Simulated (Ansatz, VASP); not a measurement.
# One calculation of SrO, two programs

```
CELL_PARAMETERS angstrom
0.00000 2.56980 2.56980
2.56980 0.00000 2.56980
2.56980 2.56980 0.00000
ATOMIC_POSITIONS crystal
Sr 0.00000 0.00000 0.00000
O 0.50000 0.50000 0.50000
```

Alike in both runs: task single point; functional PBE; k mesh 4 × 4 × 4; occupations fermi-dirac, width 0.03 eV; no spin polarisation.

|  | VASP | Ansatz |
| --- | --- | --- |
| version | VASP 6.6.1 | Ansatz 0.2.0 |
| potentials or method | VASP PAW PBE potentials, release 64 (Sr_sv, O), cutoff 520 eV | all-electron LAPW, scalar-relativistic |

Ansatz gave:

| Quantity | Value |
| --- | --- |
| gap on the k mesh at the Fermi level (eV) | 3.31 |
| pressure (GPa) | 2.9 |

Estimate VASP's values.

gap on the k mesh at the Fermi level (eV): 3.26; pressure (GPa): 3.5.

Ansatz ran all-electron here, and VASP with PAW potentials.

The k mesh is coarse, so the values compare programs but aren't converged.
